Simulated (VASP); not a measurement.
# Cr (I4_1/amd) in VASP: notebook

The runs below take Cr through single point, relaxation of cell and atoms, with r2SCAN.

All numbers are computed with VASP 6.6.1; they aren't measurements. Logs are shortened: lines on timing, memory, paths and dates and some standing lists are left out, and cuts for length are marked.

## (1) The cell of the first run

It takes space group I4_1/amd (No. 141, tetragonal). The conventional cell has a = 4.441 Å, b = 4.441 Å, c = 2.449 Å, α = 90.00°, β = 90.00°, γ = 90.00°. Within 3.0 Å of Cr (site symmetry -4m2) lie 10 Cr at 2.30 to 2.88 Å.

## (2) Single point, r2SCAN

POSCAR

```
Cr
1.0
   -2.2206300905      2.2206300905      1.2244959588
    2.2206300905     -2.2206300905      1.2244959588
    2.2206300905      2.2206300905     -1.2244959588
Cr
2
Direct
    0.0000000000      0.0000000000      0.0000000000
    0.7500000000      0.2500000000      0.5000000000
```

INCAR.step1

```
PREC     = Accurate       # precision mode
ENCUT    = 520            # plane-wave cutoff, eV
ISMEAR   = 0              # smearing method
SIGMA    = 0.1            # smearing width, eV
LREAL    = F              # projectors in reciprocal space
LASPH    = T              # aspherical terms in the spheres
NELM     = 60             # most SCF steps
NBANDS   = 19             # bands
GGA      = PE             # functional
ALGO     = Normal         # electronic algorithm
EDIFF    = 1E-4           # SCF threshold, eV
LWAVE    = T              # write WAVECAR
LCHARG   = F              # write CHGCAR
```

INCAR.step2

```
PREC     = Accurate       # precision mode
ENCUT    = 520            # plane-wave cutoff, eV
EDIFF    = 1E-6           # SCF threshold, eV
ISMEAR   = 0              # smearing method
SIGMA    = 0.1            # smearing width, eV
LREAL    = F              # projectors in reciprocal space
LASPH    = T              # aspherical terms in the spheres
NELM     = 60             # most SCF steps
ALGO     = Normal         # electronic algorithm
ISIF     = 2              # what is computed and relaxed
LWAVE    = F              # write WAVECAR
LCHARG   = F              # write CHGCAR
METAGGA  = R2SCAN         # meta-GGA
LMIXTAU  = T            
NBANDS   = 19             # bands
ISTART   = 1
```

KPOINTS

```
regular mesh
0
Gamma
  8 8 8
```

Potentials or basis: VASP PAW PBE potentials, release 64 (Cr_pv).

The run is started by

```
$ cat potpaw_PBE.64/Cr_pv/POTCAR > POTCAR
$ cp INCAR.step1 INCAR
$ mpirun -np 1 vasp_std > vasp.out
$ cp INCAR.step2 INCAR
$ mpirun -np 1 vasp_std > vasp.out
```

OUTCAR:

```text
PREC = Accurate
   ENCUT = 520
   EDIFF = 1E-6
   ISMEAR = 0
   LREAL = F
   LASPH = T
   NELM = 60
   ISIF = 2
   METAGGA = R2SCAN
   ISTART = 1

 ion  position               nearest neighbor table
   1  0.000  0.000  0.000-   2 2.30   2 2.30   2 2.30   2 2.30   2 2.88   2 2.88   2 2.88   2 2.88

   2  0.750  0.250  0.500-   1 2.30   1 2.30   1 2.30   1 2.30   1 2.88   1 2.88   1 2.88   1 2.88

  LATTYP: Found a body centered tetragonal cell.
 ALAT       =     4.4412601810
 C/A-ratio  =     0.5514182502

  Lattice vectors:

 A1 = (  -2.2206300905,   2.2206300905,   1.2244959588)
 A2 = (   2.2206300905,  -2.2206300905,   1.2244959588)
 A3 = (   2.2206300905,   2.2206300905,  -1.2244959588)

Analysis of symmetry for initial positions (statically):
=====================================================================
 Subroutine PRICEL returns:
 Original cell was already a primitive cell.

 Routine SETGRP: Setting up the symmetry group for a
 body centered tetragonal supercell.

 Subroutine GETGRP returns: Found 16 space group operations
 (whereof  8 operations were pure point group operations)
 out of a pool of 16 trial point group operations.

The static configuration has the point symmetry D_2d.
 The point group associated with its full space group is D_4h.

Analysis of symmetry for dynamics (positions and initial velocities):
=====================================================================
 Subroutine PRICEL returns:
 Original cell was already a primitive cell.

 Routine SETGRP: Setting up the symmetry group for a
 body centered tetragonal supercell.

 Subroutine GETGRP returns: Found 16 space group operations
 (whereof  8 operations were pure point group operations)
 out of a pool of 16 trial point group operations.

The dynamic configuration has the point symmetry D_2d.
 The point group associated with its full space group is D_4h.

 Subroutine INISYM returns: Found 16 space group operations
 (whereof  8 operations are pure point group operations),
 and found     1 'primitive' translations

----------------------------------------------------------------------------------------

                                     Primitive cell

  volume of cell :      24.1529

  direct lattice vectors                    reciprocal lattice vectors
    -2.220630090  2.220630090  1.224495959     0.000000000  0.225161319  0.408331278
     2.220630090 -2.220630090  1.224495959     0.225161319  0.000000000  0.408331278
     2.220630090  2.220630090 -1.224495959     0.225161319  0.225161319  0.000000000

  length of vectors
     3.370724900  3.370724900  3.370724900     0.466296099  0.466296099  0.318426191

  position of ions in fractional coordinates (direct lattice)
     0.000000000  0.000000000  0.000000000
     0.750000000  0.250000000  0.500000000

  ion indices of the primitive-cell ions
   primitive index   ion index
                 1           1
                 2           2

----------------------------------------------------------------------------------------

 KPOINTS: regular mesh

Automatic generation of k-mesh.
 Grid dimensions read from file:
 generate k-points for:    8    8    8

 Generating k-lattice:

  Cartesian coordinates                     Fractional coordinates (reciprocal lattice)
     0.000000000  0.028145165  0.051041410     0.125000000  0.000000000 -0.000000000
     0.028145165  0.000000000  0.051041410     0.000000000  0.125000000 -0.000000000
     0.028145165  0.028145165  0.000000000     0.000000000  0.000000000  0.125000000

  Length of vectors
     0.058287012  0.058287012  0.039803274

  Shift w.r.t. Gamma in fractional coordinates (k-lattice)
     0.000000000  0.000000000  0.000000000

 Subroutine IBZKPT returns following result:
 ===========================================

 Found     59 irreducible k-points:

 Following reciprocal coordinates:
            Coordinates               Weight
  0.000000  0.000000  0.000000      1.000000
  0.125000  0.000000 -0.000000      8.000000
  0.250000  0.000000 -0.000000      8.000000
  0.375000 -0.000000  0.000000      8.000000
  0.500000  0.000000 -0.000000      4.000000
  0.125000  0.125000 -0.000000      8.000000
[... 16 lines left out ...]
  0.250000  0.125000  0.125000     16.000000
  0.375000  0.125000  0.125000      8.000000
 [... further k-points ...]
   k-points           NKPTS =     59   k-points in BZ     NKDIM =     59   number of bands    NBANDS=     19
   number of dos      NEDOS =    301   number of ions     NIONS =      2
   total plane-waves  NPLWV =  21952
   dimension x,y,z NGX =    28 NGY =   28 NGZ =   28
   dimension x,y,z NGXF=    56 NGYF=   56 NGZF=   56
   ions per type =               2
   NGX,Y,Z   is equivalent  to a cutoff of  13.81, 13.81, 13.81 a.u.
   NGXF,Y,Z  is equivalent  to a cutoff of  27.62, 27.62, 27.62 a.u.
 SYSTEM =  unknown system
   PREC   = accura    normal or accurate (medium, high low for compatibility)
   ISTART =      1    job   : 0-new  1-cont  2-samecut
   ICHARG =      0    charge: 1-file 2-atom 10-const
   ISPIN  =      1    spin polarized calculation?
   LNONCOLLINEAR =      F non collinear calculations
   LSORBIT =      F    spin-orbit coupling
   LASPH  =      T    aspherical Exc in radial PAW
   ENCUT  =  520.0 eV  38.22 Ry    6.18 a.u.   6.27  6.27  6.27*2*pi/ulx,y,z
   NELM   =     60;   NELMIN=  2; NELMDL=  0     # of ELM steps
   EDIFF  = 0.1E-05   stopping-criterion for ELM
   LREAL  =      F    real-space projection
   EDIFFG = 0.1E-04   stopping-criterion for IOM
   NSW    =      0    number of steps for IOM
   IBRION =     -1    ionic relax: 0-MD 1-quasi-New 2-CG
   NFREE  =      0    steps in history (QN), initial steepest desc. (CG)
   ISIF   =      2    stress and relaxation
   ISYM   =      2    0-nonsym 1-usesym 2-fastsym
   POTIM  = 0.5000    time-step for ionic-motion
   TEBEG  =    0.0;   TEEND  =   0.0 temperature during run
   PSTRESS=    0.0 pullay stress
   NELECT =      24.0000    total number of electrons
   NUPDOWN=      -1.0000    fix difference up-down
   EMIN   =  10.00;   EMAX   =-10.00  energy-range for DOS
   EFERMI =   0.00;   METHOD = LEGACY
   ISMEAR =     0;   SIGMA  =   0.10  broadening in eV -4-tet -1-fermi 0-gaus
   EFERMI_NEDOS =   21; number of points for ismear=-14 and -15
   IALGO  =     38    algorithm
   IMIX   =      4    mixing-type and parameters
     AMIX     =   0.40;   BMIX     =  1.00
     AMIX_MAG =   1.60;   BMIX_MAG =  1.00
  volume/ion in A,a.u.               =      12.08        81.50
  Fermi-wavevector in a.u.,A,eV,Ry     =   1.633636  3.087125 36.310777  2.668767
  Thomas-Fermi vector in A             =   2.725408
   LORBIT       =      0    0 simple, 1 ext, 2 COOP (PROOUT), +10 PAW based schemes
   METAGGA = R2SCAN    functional components
   LHFCALC =     F    Hartree Fock is set to
   AEXX    =    0.0000 exact exchange contribution
   IVDW    =     0    specifies the selected vdW correction
   LEPSILON=     F    determine dielectric tensor
   LRPA    =     F    only Hartree local field effects (RPA)
 non-spin polarized calculation
 Gauss-broadening in eV      SIGMA  =   0.10
  energy-cutoff  :      520.00
  volume of cell :       24.15
 maximum number of plane-waves:       660
 NGX is ok and might be reduce to    28
   NGX = 13   NGY = 13   NGZ = 13

 number of electron      24.0000000 magnetization

 Free energy of the ion-electron system (eV)
  ---------------------------------------------------
  ext. energy  EPLUGINS =         0.00000000
  ---------------------------------------------------
  free energy    TOTEN  =       -28.06670352 eV

  energy without entropy =      -28.05883867  energy(sigma->0) =      -28.06277109

 E-fermi :  10.4979     XC(G=0): -14.5598

 val. band max:       10.4935916550   @ k =   0.2500   0.1250  -0.0000
 cond. band min:      10.5134190913   @ k =  -0.3750  -0.3750   0.3750
 fundamental gap:      0.0198274363
 Fermi energy:        10.4978705728

 k-point     1 :       0.0000    0.0000    0.0000
  band No.  band energies     occupation
      1     -34.6705      2.00000
      2     -34.6705      2.00000
      3     -33.8090      2.00000
      4     -33.7943      2.00000
      5     -33.6755      2.00000
      6     -33.6755      2.00000
[... 11 lines left out ...]
     18      14.0291      0.00000
     19      14.0769      0.00000

 k-point     2 :       0.1250    0.0000   -0.0000
  band No.  band energies     occupation
      1     -34.6612      2.00000
      2     -34.6181      2.00000
      3     -33.9216      2.00000
      4     -33.9033      2.00000
      5     -33.7023      2.00000
      6     -33.6680      2.00000
[... 11 lines left out ...]
     18      14.0273      0.00000
     19      14.0767      0.00000

 k-point     3 :       0.2500    0.0000   -0.0000
  band No.  band energies     occupation
      1     -34.6383      2.00000
      2     -34.5113      2.00000
      3     -34.1967      2.00000
      4     -34.1169      2.00000
      5     -33.7832      2.00000
      6     -33.6501      2.00000
[... 11 lines left out ...]
     18      14.0238      0.00000
     19      14.0731      0.00000

 k-point     4 :       0.3750   -0.0000    0.0000
  band No.  band energies     occupation
      1     -34.6149      2.00000
      2     -34.5632      2.00000
      3     -34.4351      2.00000
      4     -34.1650      2.00000
      5     -33.8928      2.00000
      6     -33.6326      2.00000
[... 11 lines left out ...]
     18      14.0193      0.00000
     19      14.0727      0.00000

 k-point     5 :       0.5000    0.0000   -0.0000
  band No.  band energies     occupation
      1     -34.6529      2.00000
      2     -34.6049      2.00000
      3     -34.5241      2.00000
      4     -34.0810      2.00000
      5     -33.9796      2.00000
      6     -33.6254      2.00000
[... 11 lines left out ...]
     18      14.0187      0.00000
     19      14.3970      0.00000
[... 334 lines left out ...]
      2     -34.2535      2.00000
      3     -34.2297      2.00000
      4     -34.2297      2.00000
      5     -33.7308      2.00000
      6     -33.7308      2.00000
[... 11 lines left out ...]
     18      12.6990      0.00000
     19      14.0910      0.00000

 k-point    22 :       0.1250    0.1250    0.1250
  band No.  band energies     occupation
      1     -34.5480      2.00000
      2     -34.5096      2.00000
      3     -34.1865      2.00000
      4     -34.1283      2.00000
      5     -33.8021      2.00000
      6     -33.7426      2.00000
[... 11 lines left out ...]
     18      14.0162      0.00000
     19      14.0759      0.00000

 k-point    23 :       0.2500    0.1250    0.1250
  band No.  band energies     occupation
      1     -34.6327      2.00000
      2     -34.4981      2.00000
      3     -34.3752      2.00000
      4     -34.1659      2.00000
      5     -33.8962      2.00000
      6     -33.7448      2.00000
[... 11 lines left out ...]
     18      14.0153      0.00000
     19      14.0796      0.00000

 k-point    24 :       0.3750    0.1250    0.1250
  band No.  band energies     occupation
      1     -34.7058      2.00000
      2     -34.5659      2.00000
      3     -34.4010      2.00000
      4     -34.0573      2.00000
      5     -34.0060      2.00000
      6     -33.7366      2.00000
[... 11 lines left out ...]
     18      14.0181      0.00000
     19      14.3542      0.00000

 [... further k-points ...]
[... 5 lines left out ...]
  --------------------------------------------------------------------------------------
  -------------------------------------------------------------------------------------
  Total        0.1620933      0.1620933      0.0800846      0.0000000     -0.0000000      0.0000000
  in kB       10.7524122     10.7524122      5.3123868      0.0000000     -0.0000000      0.0000000
  external PRESSURE =       8.9390704 kB  Pullay stress =       0.0000000 kB

 VOLUME and BASIS-vectors are now :
 -----------------------------------------------------------------------------
  energy-cutoff  :      520.00
  volume of cell :       24.15
      direct lattice vectors                 reciprocal lattice vectors
    -2.220630090  2.220630090  1.224495959     0.000000000  0.225161319  0.408331278
     2.220630090 -2.220630090  1.224495959     0.225161319  0.000000000  0.408331278
     2.220630090  2.220630090 -1.224495959     0.225161319  0.225161319  0.000000000

 POSITION                                       TOTAL-FORCE (eV/Angst)
 -----------------------------------------------------------------------------------
      0.00000      0.00000      0.00000        -0.000000      0.000000      0.000000
      0.00000      2.22063      0.61225         0.000000     -0.000000     -0.000000
 -----------------------------------------------------------------------------------
    total drift:                               -0.000000      0.000000      0.000000

  FREE ENERGIE OF THE ION-ELECTRON SYSTEM (eV)
  ---------------------------------------------------
  free  energy   TOTEN  =       -28.0667035153 eV

  energy  without entropy=      -28.0588386698  energy(sigma->0) =      -28.06277109
```

Run time: 68 s. Hardware: 1 thread of Intel Xeon 6975P-C (Granite Rapids), shared host; peak memory 0.17 GiB.

Results:

| Quantity | Value |
| --- | --- |
| Free energy | -28.0667 eV |
| Pressure | 0.9 GPa |
| Band gap on the k mesh | zero (band 12 reaches 11.62 eV, above the bottom of band 13 at 10.04 eV) |

Caveat: the k points lie up to 0.37 Å⁻¹ apart; the PAW data sets were made with another functional, which shifts forces and pressure a little; the run has no spin polarisation, though such a crystal can be magnetic. Spin polarisation is off, so any magnetic state and its effect on volume and gap are missing.

## (3) Single point, r2SCAN, collinear spin, ferromagnetic start

This run uses another cell than the first one, of 13.43 Å³/atom, 1.112 times its volume.

POSCAR

```
Cr
1.0
   -2.3090310874      2.3090310874      1.2596190817
    2.3090310874     -2.3090310874      1.2596190817
    2.3090310874      2.3090310874     -1.2596190817
Cr
2
Direct
    0.0000000000      0.0000000000      0.0000000000
    0.7500000000      0.2500000000      0.5000000000
```

INCAR.step1

```
SYSTEM = Cr
PREC = Accurate
ENCUT = 520
ISMEAR = 0
SIGMA = 0.1
LREAL = .False.
LASPH = .True.
NELM = 150
ISPIN = 2
MAGMOM = 3 3
LMAXMIX = 4
NBANDS = 23
GGA = PE
ALGO = Normal
EDIFF = 1E-4
LWAVE = .True.
LCHARG = .False.
```

INCAR.step2

```
SYSTEM = Cr
PREC = Accurate
ENCUT = 520
EDIFF = 1E-6
ISMEAR = 0
SIGMA = 0.1
LREAL = .False.
LASPH = .True.
NELM = 150
ALGO = Normal
ISIF = 2
LWAVE = .False.
LCHARG = .False.
ISPIN = 2
MAGMOM = 3 3
LORBIT = 11
LMAXMIX = 4
METAGGA = R2SCAN
LMIXTAU = .True.
NBANDS = 23
ISTART = 1
```

KPOINTS

```
Automatic mesh
0
Gamma
  8 8 8
  0 0 0
```

Potentials or basis: VASP PAW PBE potentials, release 64 (Cr_pv).

The run is started by

```
$ cat potpaw_PBE.64/Cr_pv/POTCAR > POTCAR
$ cp INCAR.step1 INCAR
$ mpirun -np 1 vasp_std > vasp.out
$ cp INCAR.step2 INCAR
$ mpirun -np 1 vasp_std > vasp.out
```

Wall time 2.4 min (1 thread of Intel Xeon 6975P-C (Granite Rapids), shared host); peak memory 0.21 GiB.

It converged, with:

| Property | Result |
| --- | --- |
| Free energy | -27.9027 eV |
| Pressure | -18.4 GPa |
| Band gap on the k mesh | zero (filled and empty bands overlap) |
| Net moment | 0.00 μB per cell |
| Valence electrons inside the program's atomic spheres | Cr 11.14 |

Stress tensor (GPa, compression positive):
```
-18.73   0.00   0.00
  0.00 -18.73   0.00
  0.00   0.00 -17.87
```

Levels at points of the mesh, in eV from the Fermi level:
Spin up:
| k point | band 9 | band 10 | band 11 | band 12 | band 13 | band 14 | band 15 | band 16 |
| --- | --- | --- | --- | --- | --- | --- | --- | --- |
| (0.00, 0.00, 0.00) | -2.82 | -2.32 | -1.72 | 1.07 | 1.07 | 1.11 | 1.11 | 2.49 |
| (0.50, 0.00, 0.00) | -2.39 | -1.95 | -0.25 | -0.14 | -0.10 | 1.28 | 1.78 | 1.81 |
| (0.50, 0.50, 0.00) | -2.17 | -2.17 | -1.22 | -1.22 | 0.67 | 0.67 | 1.67 | 1.67 |
| (0.50, 0.50, 0.50) | -1.76 | -1.76 | -0.69 | -0.69 | 0.74 | 0.74 | 1.30 | 1.30 |
Spin down:
```csv
k point,band 9,band 10,band 11,band 12,band 13,band 14,band 15,band 16
"(0.00, 0.00, 0.00)",-2.82,-2.32,-1.72,1.07,1.07,1.11,1.11,2.49
"(0.50, 0.00, 0.00)",-2.39,-1.95,-0.25,-0.14,-0.10,1.28,1.78,1.81
"(0.50, 0.50, 0.00)",-2.17,-2.17,-1.22,-1.22,0.67,0.67,1.67,1.67
"(0.50, 0.50, 0.50)",-1.76,-1.76,-0.69,-0.69,0.74,0.74,1.30,1.30
```

Caveat: the starting moments collapsed, and a magnetic state may lie lower; the PAW data sets were made with another functional, which shifts forces and pressure a little.

## (4) Relaxation of cell and atoms, r2SCAN

This run uses another cell than the first one, of 13.43 Å³/atom, 1.112 times its volume.

POSCAR is that of step 3.

INCAR.step1

```
SYSTEM = Cr
ALGO = Normal ; EDIFF = 1E-4
ENCUT = 600 ; GGA = PE
ISMEAR = 0 ; LASPH = .True.
LCHARG = .False. ; LREAL = .False.
LWAVE = .True. ; NELM = 80
PREC = Accurate ; SIGMA = 0.1
```

INCAR.step2

```
SYSTEM = Cr
ALGO = Normal ; EDIFF = 1E-6
EDIFFG = -0.04 ; ENCUT = 600
IBRION = 2 ; ISIF = 3
ISMEAR = 0 ; ISTART = 1
LASPH = .True. ; LCHARG = .False.
LMIXTAU = .True. ; LREAL = .False.
LWAVE = .False. ; METAGGA = R2SCAN
NELM = 80 ; NSW = 90
PREC = Accurate ; SIGMA = 0.1
```

KPOINTS

```
k-points
0
Gamma
  8 8 8
  0 0 0
```

The run is started by

```
$ cat potpaw_PBE.64/Cr_pv/POTCAR > POTCAR
$ cp INCAR.step1 INCAR
$ mpirun -np 1 vasp_std > vasp.out
$ cp INCAR.step2 INCAR
$ mpirun -np 1 vasp_std > vasp.out
```

Wall time 4.3 min (1 thread of Intel Xeon 6975P-C (Granite Rapids), shared host); peak memory 0.18 GiB.

It converged, with:

* Free energy: -28.0699 eV
* Relaxed volume: 12.11 Å³/atom
* Relaxed cell: a = 3.377 Å, b = 3.377 Å, c = 3.377 Å, α = 97.51°, β = 97.51°, γ = 137.60°
* Space group after relaxing (to 0.05 Å): I4_1/amd (No. 141)
* Energy gained by relaxing: 83.5 meV/atom
* Ionic steps: 5
* Pressure after relaxing: 0.2 GPa
* Band gap on the k mesh: zero (band 12 reaches 11.61 eV, above the bottom of band 13 at 10.01 eV)

Stress tensor (GPa, compression positive):
```
0.05 0.00 0.00
0.00 0.05 0.00
0.00 0.00 0.52
```

Step by step:
| step | energy change (eV) | largest force (eV/Å) | pressure (GPa) | volume (Å³) |
| --- | --- | --- | --- | --- |
| 1 | 0.0000 | 0.0000 | -18.51 | 26.86 |
| 2 | 0.1494 | 0.0000 | 38.18 | 21.27 |
| 3 | -0.1665 | 0.0000 | -1.06 | 24.31 |
| 4 | -0.1667 | 0.0000 | 0.21 | 24.21 |
| 5 | -0.1670 | 0.0000 | 0.21 | 24.21 |

Final structure:
```xyz
2
Lattice="-2.2262 2.2262 1.2212 2.2262 -2.2262 1.2212 2.2262 2.2262 -1.2212" Properties=species:S:1:pos:R:3 pbc="T T T"
Cr    2.2262    2.2262   -1.2212
Cr    0.0000    2.2263    0.6106
```

Levels at points of the mesh, in eV from the Fermi level:
| k point | band 9 | band 10 | band 11 | band 12 | band 13 | band 14 | band 15 | band 16 |
| --- | --- | --- | --- | --- | --- | --- | --- | --- |
| (0.00, 0.00, 0.00) | -3.17 | -2.58 | -1.93 | 1.15 | 1.15 | 1.20 | 1.20 | 2.84 |
| (0.50, 0.00, 0.00) | -2.74 | -2.14 | -0.24 | -0.15 | -0.11 | 1.40 | 2.08 | 2.11 |
| (0.50, 0.50, 0.00) | -2.46 | -2.46 | -1.32 | -1.32 | 0.79 | 0.79 | 1.88 | 1.88 |
| (0.50, 0.50, 0.50) | -1.95 | -1.95 | -0.63 | -0.63 | 0.79 | 0.79 | 1.44 | 1.44 |

Caveat: the PAW data sets were made with another functional, which shifts forces and pressure a little; the run has no spin polarisation, though such a crystal can be magnetic.
